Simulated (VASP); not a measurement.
# Hg3O2 (R-3c) in VASP: further runs

Runs on Hg3O2. Level: PBE. Tasks: single point.

Program: VASP 6.6.1. These are calculated values, not measurements. Logs are shortened: lines on timing, memory, paths and dates and some standing lists are left out, and cuts for length are marked.

## Step 1: The cell of the first run

Symmetry: R-3c, No. 167, trigonal system. Conventional cell: a = 5.887 Å, b = 5.887 Å, c = 21.784 Å, α = 90.00°, β = 90.00°, γ = 120.00°. Hg (site symmetry 2) has 2 O at 2.19 Å and 2 Hg at 2.75 Å within 2.9 Å. Within 2.9 Å of O (site symmetry 3) lie 3 Hg at 2.19 Å.

## Step 2: Single point, PBE

The input, INCAR:

```
  ALGO = Normal
  EDIFF = 1E-6
  ENCUT = 520
  GGA = PE
  ISIF = 2
  ISMEAR = 0
  LASPH = T
  LCHARG = T
  LELF = T
  LREAL = F
  LVHAR = T
  LWAVE = F
  NBANDS = 59
  NELM = 60
  PREC = Accurate
  SIGMA = 0.1
```

The input, KPOINTS:

```
k-points
0
Gamma
  6 6 6
```

The input, POSCAR:

```
Hg3O2
1.0
    2.9434183353      1.6993833682      7.2612273937
   -2.9434183353      1.6993833682      7.2612273937
    0.0000000000     -3.3987667365      7.2612273937
Hg O
6 4
Direct
    0.0201408545      0.4798591455      0.7500000000
    0.7500000000      0.0201408545      0.4798591455
    0.4798591455      0.7500000000      0.0201408545
    0.9798591455      0.5201408545      0.2500000000
    0.2500000000      0.9798591455      0.5201408545
    0.5201408545      0.2500000000      0.9798591455
    0.9033631267      0.9033631267      0.9033631267
    0.5966368733      0.5966368733      0.5966368733
    0.0966368733      0.0966368733      0.0966368733
    0.4033631267      0.4033631267      0.4033631267
```

Potentials or basis: VASP PAW PBE potentials, release 64 (Hg, O).

The run is started by

```bash
cat potpaw_PBE.64/Hg/POTCAR potpaw_PBE.64/O/POTCAR > POTCAR
mpirun -np 1 vasp_std > vasp.out
```

OUTCAR:

```text
EDIFF = 1E-6
   ENCUT = 520
   GGA = PE
   ISIF = 2
   ISMEAR = 0
   LASPH = T
   LREAL = F
   NELM = 60
   PREC = Accurate

 ion  position               nearest neighbor table
   1  0.020  0.480  0.750-   9 2.19  10 2.19   2 2.75   3 2.75   3 3.76   2 3.76   2 3.76   3 3.76

   2  0.750  0.020  0.480-  10 2.19   9 2.19   1 2.75   3 2.75   1 3.76   3 3.76   3 3.76   1 3.76

   3  0.480  0.750  0.020-   9 2.19  10 2.19   1 2.75   2 2.75   1 3.76   2 3.76   2 3.76   1 3.76

   4  0.980  0.520  0.250-   7 2.19   8 2.19   6 2.75   5 2.75   6 3.76   5 3.76   6 3.76   5 3.76

   5  0.250  0.980  0.520-   8 2.19   7 2.19   4 2.75   6 2.75   4 3.76   6 3.76   6 3.76   4 3.76

   6  0.520  0.250  0.980-   7 2.19   8 2.19   4 2.75   5 2.75   4 3.76   5 3.76   5 3.76   4 3.76

   7  0.903  0.903  0.903-   6 2.19   4 2.19   5 2.19
   8  0.597  0.597  0.597-   5 2.19   4 2.19   6 2.19
   9  0.097  0.097  0.097-   3 2.19   1 2.19   2 2.19
  10  0.403  0.403  0.403-   2 2.19   1 2.19   3 2.19

  LATTYP: Found a trigonal (rhomboedric) cell.
 ALAT       =     8.0172962145
 COS(alpha) =     0.7304259286

  Lattice vectors:

 A1 = (   2.9434183353,   1.6993833682,   7.2612273937)
 A2 = (  -2.9434183353,   1.6993833682,   7.2612273937)
 A3 = (   0.0000000000,  -3.3987667365,   7.2612273937)

Analysis of symmetry for initial positions (statically):
=====================================================================
 Subroutine PRICEL returns:
 Original cell was already a primitive cell.

 Routine SETGRP: Setting up the symmetry group for a
 trigonal (rhombohedral) supercell.

 Subroutine GETGRP returns: Found 12 space group operations
 (whereof  6 operations were pure point group operations)
 out of a pool of 12 trial point group operations.

The static configuration has the point symmetry S_6 .
 The point group associated with its full space group is D_3d.

Analysis of symmetry for dynamics (positions and initial velocities):
=====================================================================
 Subroutine PRICEL returns:
 Original cell was already a primitive cell.

 Routine SETGRP: Setting up the symmetry group for a
 trigonal (rhombohedral) supercell.

 Subroutine GETGRP returns: Found 12 space group operations
 (whereof  6 operations were pure point group operations)
 out of a pool of 12 trial point group operations.

The dynamic configuration has the point symmetry S_6 .
 The point group associated with its full space group is D_3d.

 Subroutine INISYM returns: Found 12 space group operations
 (whereof  6 operations are pure point group operations),
 and found     1 'primitive' translations

----------------------------------------------------------------------------------------

                                     Primitive cell

  volume of cell :     217.9238

  direct lattice vectors                    reciprocal lattice vectors
     2.943418335  1.699383368  7.261227394     0.169870519  0.098074790  0.045905921
    -2.943418335  1.699383368  7.261227394    -0.169870519  0.098074790  0.045905921
     0.000000000 -3.398766736  7.261227394     0.000000000 -0.196149580  0.045905921

  length of vectors
     8.017296215  8.017296215  8.017296215     0.201449773  0.201449773  0.201449773

  position of ions in fractional coordinates (direct lattice)
     0.020140854  0.479859146  0.750000000
     0.750000000  0.020140854  0.479859146
     0.479859146  0.750000000  0.020140854
     0.979859146  0.520140854  0.250000000
     0.250000000  0.979859146  0.520140854
     0.520140854  0.250000000  0.979859146
     0.903363127  0.903363127  0.903363127
     0.596636873  0.596636873  0.596636873
     0.096636873  0.096636873  0.096636873
     0.403363127  0.403363127  0.403363127

  ion indices of the primitive-cell ions
   primitive index   ion index
                 1           1
                 2           2
                 3           3
                 4           4
                 5           5
                 6           6
                 7           7
                 8           8
                 9           9
                10          10

----------------------------------------------------------------------------------------

 KPOINTS: k-points

Automatic generation of k-mesh.
 Grid dimensions read from file:
 generate k-points for:    6    6    6

 Generating k-lattice:

  Cartesian coordinates                     Fractional coordinates (reciprocal lattice)
     0.028311753  0.016345798  0.007650987     0.166666667 -0.000000000  0.000000000
    -0.028311753  0.016345798  0.007650987    -0.000000000  0.166666667  0.000000000
     0.000000000 -0.032691597  0.007650987     0.000000000  0.000000000  0.166666667

  Length of vectors
     0.033574962  0.033574962  0.033574962

  Shift w.r.t. Gamma in fractional coordinates (k-lattice)
     0.000000000  0.000000000  0.000000000

 Subroutine IBZKPT returns following result:
 ===========================================

 Found     32 irreducible k-points:

 Following reciprocal coordinates:
            Coordinates               Weight
  0.000000  0.000000  0.000000      1.000000
  0.166667  0.000000  0.000000      6.000000
  0.333333  0.000000  0.000000      6.000000
  0.500000  0.000000 -0.000000      3.000000
  0.166667  0.166667  0.000000      6.000000
  0.333333  0.166667  0.000000     12.000000
[... 16 lines left out ...]
  0.500000  0.500000  0.166667      6.000000
 -0.333333  0.500000  0.166667     12.000000
 [... further k-points ...]
   k-points           NKPTS =     32   k-points in BZ     NKDIM =     32   number of bands    NBANDS=     59
   number of dos      NEDOS =    301   number of ions     NIONS =     10
   total plane-waves  NPLWV = 216000
   dimension x,y,z NGX =    60 NGY =   60 NGZ =   60
   dimension x,y,z NGXF=   120 NGYF=  120 NGZF=  120
   ions per type =               6   4
   NGX,Y,Z   is equivalent  to a cutoff of  12.44, 12.44, 12.44 a.u.
   NGXF,Y,Z  is equivalent  to a cutoff of  24.88, 24.88, 24.88 a.u.
 SYSTEM =  unknown system
   PREC   = accura    normal or accurate (medium, high low for compatibility)
   ISTART =      0    job   : 0-new  1-cont  2-samecut
   ICHARG =      2    charge: 1-file 2-atom 10-const
   ISPIN  =      1    spin polarized calculation?
   LNONCOLLINEAR =      F non collinear calculations
   LSORBIT =      F    spin-orbit coupling
   LASPH  =      T    aspherical Exc in radial PAW
   ENCUT  =  520.0 eV  38.22 Ry    6.18 a.u.  14.91 14.91 14.91*2*pi/ulx,y,z
   NELM   =     60;   NELMIN=  2; NELMDL= -5     # of ELM steps
   EDIFF  = 0.1E-05   stopping-criterion for ELM
   LREAL  =      F    real-space projection
   EDIFFG = 0.1E-04   stopping-criterion for IOM
   NSW    =      0    number of steps for IOM
   IBRION =     -1    ionic relax: 0-MD 1-quasi-New 2-CG
   NFREE  =      0    steps in history (QN), initial steepest desc. (CG)
   ISIF   =      2    stress and relaxation
   ISYM   =      2    0-nonsym 1-usesym 2-fastsym
   POTIM  = 0.5000    time-step for ionic-motion
   TEBEG  =    0.0;   TEEND  =   0.0 temperature during run
   PSTRESS=    0.0 pullay stress
   NELECT =      96.0000    total number of electrons
   NUPDOWN=      -1.0000    fix difference up-down
   EMIN   =  10.00;   EMAX   =-10.00  energy-range for DOS
   EFERMI =   0.00;   METHOD = LEGACY
   ISMEAR =     0;   SIGMA  =   0.10  broadening in eV -4-tet -1-fermi 0-gaus
   EFERMI_NEDOS =   21; number of points for ismear=-14 and -15
   IALGO  =     38    algorithm
   IMIX   =      4    mixing-type and parameters
     AMIX     =   0.40;   BMIX     =  1.00
     AMIX_MAG =   1.60;   BMIX_MAG =  1.00
  volume/ion in A,a.u.               =      21.79       147.06
  Fermi-wavevector in a.u.,A,eV,Ry     =   1.245653  2.353943 21.111494  1.551651
  Thomas-Fermi vector in A             =   2.379865
   LORBIT       =      0    0 simple, 1 ext, 2 COOP (PROOUT), +10 PAW based schemes
   GGA     = PE    functional components
   LHFCALC =     F    Hartree Fock is set to
   AEXX    =    0.0000 exact exchange contribution
   IVDW    =     0    specifies the selected vdW correction
   LEPSILON=     F    determine dielectric tensor
   LRPA    =     F    only Hartree local field effects (RPA)
 non-spin polarized calculation
 Gauss-broadening in eV      SIGMA  =   0.10
  energy-cutoff  :      520.00
  volume of cell :      217.92
 maximum number of plane-waves:      5887
   NGX = 29   NGY = 29   NGZ = 29

 number of electron      96.0000003 magnetization

 Free energy of the ion-electron system (eV)
  ---------------------------------------------------
  ext. energy  EPLUGINS =         0.00000000
  ---------------------------------------------------
  free energy    TOTEN  =       -22.20867123 eV

  energy without entropy =      -22.20867123  energy(sigma->0) =      -22.20867123

 E-fermi :   0.3387     XC(G=0):  -9.3695

 val. band max:       -0.0910409525   @ k =   0.5000   0.5000   0.0000
 cond. band min:       1.3029388103   @ k =   0.5000   0.5000   0.0000
 fundamental gap:      1.3939797628
 Fermi energy:         0.3386728300

 k-point     1 :       0.0000    0.0000    0.0000
  band No.  band energies     occupation
      1     -16.6857      2.00000
      2     -16.6437      2.00000
      3     -16.4427      2.00000
      4     -16.4334      2.00000
      5      -6.8399      2.00000
      6      -6.8399      2.00000
[... 51 lines left out ...]
     58       6.4284      0.00000
     59       6.4284      0.00000

 k-point     2 :       0.1667    0.0000    0.0000
  band No.  band energies     occupation
      1     -16.6636      2.00000
      2     -16.6260      2.00000
      3     -16.4549      2.00000
      4     -16.4457      2.00000
      5      -6.9176      2.00000
      6      -6.8885      2.00000
[... 1353 lines left out ...]
     58       6.8627      0.00000
     59       7.5922      0.00000

 k-point    24 :      -0.3333    0.5000    0.1667
  band No.  band energies     occupation
      1     -16.5683      2.00000
      2     -16.5639      2.00000
      3     -16.5061      2.00000
      4     -16.5048      2.00000
      5      -7.2266      2.00000
      6      -7.2252      2.00000
[... 51 lines left out ...]
     58       6.8546      0.00000
     59       7.8818      0.00000

 [... further k-points ...]

------------------------ aborting loop because EDIFF is reached ----------------------------------------

  FORCE on cell =-STRESS in cart. coord.  units (eV):
  Direction    XX          YY          ZZ          XY          YZ          ZX
  --------------------------------------------------------------------------------------
  -------------------------------------------------------------------------------------
  Total        1.8940737      1.8940737     -0.0479067      0.0000000      0.0000000      0.0000000
  in kB       13.9252440     13.9252440     -0.3522105      0.0000000      0.0000000      0.0000000
  external PRESSURE =       9.1660925 kB  Pullay stress =       0.0000000 kB

 VOLUME and BASIS-vectors are now :
 -----------------------------------------------------------------------------
  energy-cutoff  :      520.00
  volume of cell :      217.92
      direct lattice vectors                 reciprocal lattice vectors
     2.943418335  1.699383368  7.261227394     0.169870519  0.098074790  0.045905921
    -2.943418335  1.699383368  7.261227394    -0.169870519  0.098074790  0.045905921
     0.000000000 -3.398766736  7.261227394     0.000000000 -0.196149580  0.045905921

 POSITION                                       TOTAL-FORCE (eV/Angst)
 -----------------------------------------------------------------------------------
     -1.35314     -1.69938      9.07653        -0.021819     -0.000000      0.000000
      2.14828     -0.32216      9.07653         0.010910     -0.018896      0.000000
     -0.79514      2.02155      9.07653         0.010910      0.018896      0.000000
      1.35314      1.69938     12.70715         0.021819     -0.000000      0.000000
     -2.14828      0.32216     12.70715        -0.010910      0.018896      0.000000
      0.79514     -2.02155     12.70715        -0.010910     -0.018896      0.000000
      0.00000     -0.00000     19.67858         0.000000      0.000000     -0.044105
      0.00000     -0.00000     12.99695         0.000000     -0.000000      0.044105
      0.00000     -0.00000      2.10511         0.000000     -0.000000      0.044105
      0.00000     -0.00000      8.78673         0.000000      0.000000     -0.044105
 -----------------------------------------------------------------------------------
    total drift:                                0.000000     -0.000000      0.000000

  FREE ENERGIE OF THE ION-ELECTRON SYSTEM (eV)
  ---------------------------------------------------
  free  energy   TOTEN  =       -22.2086712302 eV

  energy  without entropy=      -22.2086712302  energy(sigma->0) =      -22.20867123
```

Run time: 6.8 min. Hardware: 1 thread of Intel Xeon Platinum 8488C (Sapphire Rapids), shared host; peak memory 0.63 GiB.

Results:

| Quantity | Value |
| --- | --- |
| Free energy | -22.2087 eV |
| Pressure | 0.9 GPa |
| Largest force | 0.044 eV/Å |
| Band gap on the k mesh | 1.39 eV |

Forces in eV/Å, atoms in the order of the input:
```
Hg  -0.022  0.000  0.000
Hg   0.011 -0.019  0.000
Hg   0.011  0.019  0.000
Hg   0.022  0.000  0.000
Hg  -0.011  0.019  0.000
Hg  -0.011 -0.019  0.000
O    0.000  0.000 -0.044
O    0.000  0.000  0.044
O    0.000  0.000  0.044
O    0.000  0.000 -0.044
```

Stress tensor (GPa, compression positive):
```
 1.39  0.00  0.00
 0.00  1.39  0.00
 0.00  0.00 -0.04
```

Caveat: spin-orbit coupling is left out, which moves the levels of the heavy elements. A k mesh can miss the band edges.

## Step 3: Single point, PBE

The input, INCAR:

```
PREC = Accurate
ENCUT = 520
EDIFF = 1E-6
ISMEAR = 0
SIGMA = 0.02
LREAL = F
LASPH = T
NELM = 80
ALGO = Normal
ISIF = 2
LWAVE = F
LCHARG = T
GGA = PE
LELF = T
LVHAR = T
NBANDS = 59
```

The input, KPOINTS:

```
Automatic mesh
0
Gamma
  6 6 6
```

POSCAR is that of step 2.

Potentials or basis: VASP PAW PBE potentials, release 64 (Hg, O).

The run is started by

```bash
cat potpaw_PBE.64/Hg/POTCAR potpaw_PBE.64/O/POTCAR > POTCAR
mpirun -np 1 vasp_std > vasp.out
```

Wall time 6.7 min (1 thread of Intel Xeon Platinum 8488C (Sapphire Rapids), shared host); peak memory 0.63 GiB.

Results (log left out):

- Free energy: -22.2087 eV
- Pressure: 0.9 GPa
- Largest force: 0.044 eV/Å
- Band gap on the k mesh: 1.39 eV

Forces in eV/Å, atoms in the order of the input:
```
Hg  -0.022  0.000  0.000
Hg   0.011 -0.019  0.000
Hg   0.011  0.019  0.000
Hg   0.022  0.000  0.000
Hg  -0.011  0.019  0.000
Hg  -0.011 -0.019  0.000
O    0.000  0.000 -0.044
O    0.000  0.000  0.044
O    0.000  0.000  0.044
O    0.000  0.000 -0.044
```

Stress tensor (GPa, compression positive):
```
 1.39  0.00  0.00
 0.00  1.39  0.00
 0.00  0.00 -0.04
```

Levels at points of the mesh, in eV from the valence-band top:
```tsv
k point	band 45	band 46	band 47	band 48	band 49	band 50	band 51	band 52
(0.00, 0.00, 0.00)	-1.25	-0.69	-0.51	-0.27	3.38	3.89	3.89	3.93
(0.50, 0.00, 0.00)	-0.45	-0.45	-0.05	-0.05	1.84	1.84	3.62	3.62
(0.50, 0.50, 0.00)	-0.45	-0.42	-0.19	0.00	1.39	1.63	3.78	4.04
(0.50, 0.50, 0.50)	-0.96	-0.96	-0.44	-0.44	3.93	3.93	3.93	3.93
```

Caveat: spin-orbit coupling is left out, which moves the levels of the heavy elements. A k mesh can miss the band edges.
